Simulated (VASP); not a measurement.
# MgO2 (Pa-3) in VASP: further runs, part 2 of 2

VASP 6.6.1.

### 5 Single point, PBEsol

This run uses another cell than the first one, of 9.45 Å³/atom.

Input file INCAR:

```
SYSTEM = MgO2
PREC = Accurate
ENCUT = 520
EDIFF = 1E-7
ISMEAR = 0
SIGMA = 0.02
LREAL = .FALSE.
LASPH = .TRUE.
NELM = 100
ALGO = Normal
ISIF = 2
LWAVE = .FALSE.
LCHARG = .FALSE.
GGA = PS
NBANDS = 40
```

Input file KPOINTS:

```
Automatic mesh
0
G
  6 6 6
  0 0 0
```

Input file POSCAR:

```
MgO2
1.0
    4.8408307519      0.0000000000      0.0000000000
    0.0000000000      4.8408307519      0.0000000000
    0.0000000000      0.0000000000      4.8408307519
Mg O
4 8
Direct
    0.0000000000      0.5000000000      0.5000000000
    0.5000000000      0.5000000000      0.0000000000
    0.5000000000      0.0000000000      0.5000000000
    0.0000000000      0.0000000000      0.0000000000
    0.4116319358      0.0883680642      0.9116319358
    0.0883680642      0.9116319358      0.4116319358
    0.9116319358      0.4116319358      0.0883680642
    0.5883680642      0.5883680642      0.5883680642
    0.4116319358      0.4116319358      0.4116319358
    0.0883680642      0.5883680642      0.9116319358
    0.9116319358      0.0883680642      0.5883680642
    0.5883680642      0.9116319358      0.0883680642
```

Potentials or basis: VASP PAW PBE potentials, release 64 (Mg, O).

Run with:

```console
$ cat potpaw_PBE.64/Mg/POTCAR potpaw_PBE.64/O/POTCAR > POTCAR
$ mpirun -np 1 vasp_std > vasp.out
```

OUTCAR:

```text
SYSTEM = MgO2
   PREC = Accurate
   ENCUT = 520
   EDIFF = 1E-7
   ISMEAR = 0
   LREAL = .FALSE.
   LASPH = .TRUE.
   NELM = 100
   ISIF = 2
   GGA = PS

 ion  position               nearest neighbor table
   1  0.000  0.500  0.500-   6 2.08   7 2.08   8 2.08   9 2.08  10 2.08  11 2.08   2 3.42   3 3.42
                             4 3.42   2 3.42   4 3.42   3 3.42   4 3.42   4 3.42   2 3.42   3 3.42
   2  0.500  0.500  0.000-   5 2.08   7 2.08   8 2.08   9 2.08  10 2.08  12 2.08   1 3.42   3 3.42
                             4 3.42   1 3.42   3 3.42   3 3.42   4 3.42   3 3.42   1 3.42   4 3.42
   3  0.500  0.000  0.500-   5 2.08   6 2.08   8 2.08   9 2.08  11 2.08  12 2.08   1 3.42   2 3.42
                             4 3.42   2 3.42   4 3.42   1 3.42   2 3.42   2 3.42   1 3.42   4 3.42
   4  0.000  0.000  0.000-   5 2.08   6 2.08   7 2.08  10 2.08  11 2.08  12 2.08   1 3.42   2 3.42
                             3 3.42   1 3.42   3 3.42   1 3.42   2 3.42   1 3.42   2 3.42   3 3.42
   5  0.412  0.088  0.912-  12 1.48   3 2.08   4 2.08   2 2.08
   6  0.088  0.912  0.412-  11 1.48   3 2.08   4 2.08   1 2.08
   7  0.912  0.412  0.088-  10 1.48   2 2.08   4 2.08   1 2.08
   8  0.588  0.588  0.588-   9 1.48   2 2.08   3 2.08   1 2.08
   9  0.412  0.412  0.412-   8 1.48   2 2.08   3 2.08   1 2.08
  10  0.088  0.588  0.912-   7 1.48   2 2.08   4 2.08   1 2.08
  11  0.912  0.088  0.588-   6 1.48   3 2.08   4 2.08   1 2.08
  12  0.588  0.912  0.088-   5 1.48   3 2.08   4 2.08   2 2.08

  LATTYP: Found a simple cubic cell.
 ALAT       =     4.8408307519

  Lattice vectors:

 A1 = (   4.8408307519,   0.0000000000,   0.0000000000)
 A2 = (   0.0000000000,   4.8408307519,   0.0000000000)
 A3 = (   0.0000000000,   0.0000000000,   4.8408307519)

Analysis of symmetry for initial positions (statically):
=====================================================================
 Subroutine PRICEL returns:
 Original cell was already a primitive cell.

 Routine SETGRP: Setting up the symmetry group for a
 simple cubic supercell.

[... 170 lines left out ...]
 non-spin polarized calculation
 Gauss-broadening in eV      SIGMA  =   0.02
  energy-cutoff  :      520.00
  volume of cell :      113.44
 maximum number of plane-waves:      3112
   NGX = 19   NGY = 19   NGZ = 19

 number of electron      56.0000074 magnetization

 Free energy of the ion-electron system (eV)
  ---------------------------------------------------
  ext. energy  EPLUGINS =         0.00000000
  ---------------------------------------------------
  free energy    TOTEN  =       -69.78667570 eV

  energy without entropy =      -69.78667570  energy(sigma->0) =      -69.78667570

 E-fermi :   3.0521     XC(G=0): -11.0153

 val. band max:        2.8659982405   @ k =   0.0000   0.0000   0.0000
 cond. band min:       6.8149557372   @ k =   0.3333   0.1667   0.1667
 fundamental gap:      3.9489574967
 Fermi energy:         3.0520732093

 k-point     1 :       0.0000    0.0000    0.0000
  band No.  band energies     occupation
      1     -18.4153      2.00000
      2     -17.6376      2.00000
      3     -17.6376      2.00000
      4     -17.6376      2.00000
      5     -11.7681      2.00000
      6     -11.7681      2.00000
[... 1021 lines left out ...]
     39      13.9559      0.00000
     40      13.9559      0.00000

------------------------ aborting loop because EDIFF is reached ----------------------------------------

  FORCE on cell =-STRESS in cart. coord.  units (eV):
  Direction    XX          YY          ZZ          XY          YZ          ZX
  --------------------------------------------------------------------------------------
  -------------------------------------------------------------------------------------
  Total       -0.0569401     -0.0569401     -0.0569401      0.0000000      0.0000000      0.0000000
  in kB       -0.8042098     -0.8042098     -0.8042098      0.0000000      0.0000000      0.0000000
  external PRESSURE =      -0.8042098 kB  Pullay stress =       0.0000000 kB

 VOLUME and BASIS-vectors are now :
 -----------------------------------------------------------------------------
  energy-cutoff  :      520.00
  volume of cell :      113.44
      direct lattice vectors                 reciprocal lattice vectors
     4.840830752  0.000000000  0.000000000     0.206576113  0.000000000  0.000000000
     0.000000000  4.840830752  0.000000000     0.000000000  0.206576113  0.000000000
     0.000000000  0.000000000  4.840830752     0.000000000  0.000000000  0.206576113

 POSITION                                       TOTAL-FORCE (eV/Angst)
 -----------------------------------------------------------------------------------
      0.00000      2.42042      2.42042         0.000000      0.000000      0.000000
      2.42042      2.42042      0.00000         0.000000      0.000000      0.000000
      2.42042      0.00000      2.42042         0.000000      0.000000      0.000000
      0.00000      0.00000      0.00000         0.000000      0.000000      0.000000
      1.99264      0.42777      4.41306        -0.113981      0.113981     -0.113981
      0.42777      4.41306      1.99264         0.113981     -0.113981     -0.113981
      4.41306      1.99264      0.42777        -0.113981     -0.113981      0.113981
      2.84819      2.84819      2.84819         0.113981      0.113981      0.113981
      1.99264      1.99264      1.99264        -0.113981     -0.113981     -0.113981
      0.42777      2.84819      4.41306         0.113981      0.113981     -0.113981
      4.41306      0.42777      2.84819        -0.113981      0.113981      0.113981
      2.84819      4.41306      0.42777         0.113981     -0.113981      0.113981
 -----------------------------------------------------------------------------------
    total drift:                                0.000000      0.000000      0.000000

  FREE ENERGIE OF THE ION-ELECTRON SYSTEM (eV)
  ---------------------------------------------------
  free  energy   TOTEN  =       -69.7866756973 eV

  energy  without entropy=      -69.7866756973  energy(sigma->0) =      -69.78667570
```

OSZICAR:

```text
N       E                     dE             d eps       ncg     rms          rms(c)
DAV:   1     0.303076656404E+03    0.30308E+03   -0.29870E+04  1960   0.132E+03
DAV:   2    -0.551075445506E+02   -0.35818E+03   -0.34755E+03  2416   0.287E+02
DAV:   3    -0.744450118646E+02   -0.19337E+02   -0.19202E+02  2392   0.705E+01
DAV:   4    -0.745907916073E+02   -0.14578E+00   -0.14565E+00  2320   0.669E+00
DAV:   5    -0.745918369064E+02   -0.10453E-02   -0.10452E-02  2320   0.545E-01    0.161E+01
DAV:   6    -0.703104113073E+02    0.42814E+01   -0.93736E+00  2280   0.149E+01    0.730E+00
DAV:   7    -0.698377494342E+02    0.47266E+00   -0.88227E-01  2256   0.508E+00    0.324E+00
DAV:   8    -0.697853043272E+02    0.52445E-01   -0.15631E-01  2184   0.274E+00    0.405E-01
DAV:   9    -0.697868031871E+02   -0.14989E-02   -0.25784E-02  2304   0.796E-01    0.220E-01
DAV:  10    -0.697866261188E+02    0.17707E-03   -0.27211E-03  2288   0.275E-01    0.449E-02
DAV:  11    -0.697866833124E+02   -0.57194E-04   -0.11670E-04  2376   0.652E-02    0.235E-02
DAV:  12    -0.697866753487E+02    0.79637E-05   -0.47691E-05  2288   0.344E-02    0.328E-03
DAV:  13    -0.697866757000E+02   -0.35138E-06   -0.78706E-07  2392   0.469E-03    0.964E-04
DAV:  14    -0.697866756973E+02    0.27717E-08   -0.15450E-08  1408   0.769E-04
   1 F= -.69786676E+02 E0= -.69786676E+02  d E =-.267350E-41
```

It took 39 s on 1 thread of Intel Xeon 6975P-C (Granite Rapids), shared host; peak memory 0.24 GiB.

Results:

```
Free energy            : -69.7867 eV
Pressure               : -0.1 GPa
Largest force          : 0.197 eV/Å
Band gap on the k mesh : 3.95 eV (least direct gap 4.07 eV)
```

Forces in eV/Å, atoms in the order of the input:
```
Mg   0.000  0.000  0.000
Mg   0.000  0.000  0.000
Mg   0.000  0.000  0.000
Mg   0.000  0.000  0.000
O   -0.114  0.114 -0.114
O    0.114 -0.114 -0.114
O   -0.114 -0.114  0.114
O    0.114  0.114  0.114
O   -0.114 -0.114 -0.114
O    0.114  0.114 -0.114
O   -0.114  0.114  0.114
O    0.114 -0.114  0.114
```

Caveat: the PAW data sets were made with another functional, which shifts forces and pressure a little.

### 6 Single point, PBEsol (9.74 Å³/atom)

This run uses another cell than the first one, of 9.74 Å³/atom.

Input file INCAR:

```
PREC = Accurate
ENCUT = 520
EDIFF = 1E-6
ISMEAR = 0
SIGMA = 0.02
LREAL = F
LASPH = T
NELM = 80
ALGO = Normal
ISIF = 2
LWAVE = F
LCHARG = T
GGA = PS
LELF = T
LVHAR = T
NBANDS = 40
```

Input file KPOINTS:

```
regular mesh
0
Gamma
  6 6 6
```

Input file POSCAR:

```
MgO2
1.0
    4.8887628865      0.0000000000      0.0000000000
    0.0000000000      4.8887628865      0.0000000000
    0.0000000000      0.0000000000      4.8887628865
Mg O
4 8
Direct
    0.0000000000      0.5000000000      0.5000000000
    0.5000000000      0.5000000000      0.0000000000
    0.5000000000      0.0000000000      0.5000000000
    0.0000000000      0.0000000000      0.0000000000
    0.4121770907      0.0878229093      0.9121770907
    0.0878229093      0.9121770907      0.4121770907
    0.9121770907      0.4121770907      0.0878229093
    0.5878229093      0.5878229093      0.5878229093
    0.4121770907      0.4121770907      0.4121770907
    0.0878229093      0.5878229093      0.9121770907
    0.9121770907      0.0878229093      0.5878229093
    0.5878229093      0.9121770907      0.0878229093
```

Potentials or basis: VASP PAW PBE potentials, release 64 (Mg, O).

Run with:

```console
$ cat potpaw_PBE.64/Mg/POTCAR potpaw_PBE.64/O/POTCAR > POTCAR
$ mpirun -np 1 vasp_std > vasp.out
```

It took 39 s on 1 thread of Intel Xeon 6975P-C (Granite Rapids), shared host; peak memory 0.24 GiB.

The run converged. Its results:

* Free energy: -69.7429 eV
* Pressure: -3.9 GPa
* Largest force: 0.195 eV/Å
* Band gap on the k mesh: 3.85 eV (least direct gap 3.96 eV)

Forces in eV/Å, atoms in the order of the input:
```
Mg   0.000  0.000  0.000
Mg   0.000  0.000  0.000
Mg   0.000  0.000  0.000
Mg   0.000  0.000  0.000
O   -0.112  0.112 -0.112
O    0.112 -0.112 -0.112
O   -0.112 -0.112  0.112
O    0.112  0.112  0.112
O   -0.112 -0.112 -0.112
O    0.112  0.112 -0.112
O   -0.112  0.112  0.112
O    0.112 -0.112  0.112
```

Levels at points of the mesh, in eV from the valence-band top:
| k point | band 25 | band 26 | band 27 | band 28 | band 29 | band 30 | band 31 | band 32 |
| --- | --- | --- | --- | --- | --- | --- | --- | --- |
| (0.00, 0.00, 0.00) | -0.47 | -0.47 | 0.00 | 0.00 | 4.54 | 4.54 | 4.54 | 4.60 |
| (0.50, 0.00, 0.00) | -0.70 | -0.70 | -0.12 | -0.12 | 3.91 | 3.91 | 4.42 | 4.42 |
| (0.50, 0.50, 0.00) | -0.49 | -0.49 | -0.49 | -0.49 | 4.16 | 4.16 | 4.16 | 4.16 |
| (0.50, 0.50, 0.50) | -0.55 | -0.55 | -0.55 | -0.55 | 4.49 | 4.49 | 4.49 | 4.49 |

Caveat: the cell stands under tension; the PAW data sets were made with another functional, which shifts forces and pressure a little. A k mesh can miss the band edges.

### 7 Overview

| cell | gap on the mesh (eV) | pressure (GPa) | largest force (eV/Å) |
| --- | --- | --- | --- |
| a = 4.691 Å, 12 atoms, atomic positions A | 4.28 | 15.8 | 0.22 |
| a = 4.742 Å, 12 atoms, atomic positions A | 4.17 | 9.6 | 0.21 |
| a = 4.792 Å, 12 atoms, atomic positions A | 4.05 | 4.4 | 0.20 |
| a = 4.841 Å, 12 atoms, atomic positions B | 3.95 | -0.1 | 0.20 |
| a = 4.889 Å, 12 atoms, atomic positions B | 3.85 | -3.9 | 0.19 |

Alike in all rows: task single point; level PBEsol; potentials or basis VASP PAW PBE potentials, release 64 (Mg, O); no spin polarisation; k mesh 6 × 6 × 6; cutoff (eV) 520; smearing gaussian 0.02 eV.

Caveats: the PAW data sets were made with another functional, which shifts forces and pressure a little; the cell stands under pressure (at least some runs); the cell stands under tension (at least some runs).

Absolute energies hang on the potentials; compare differences alone.
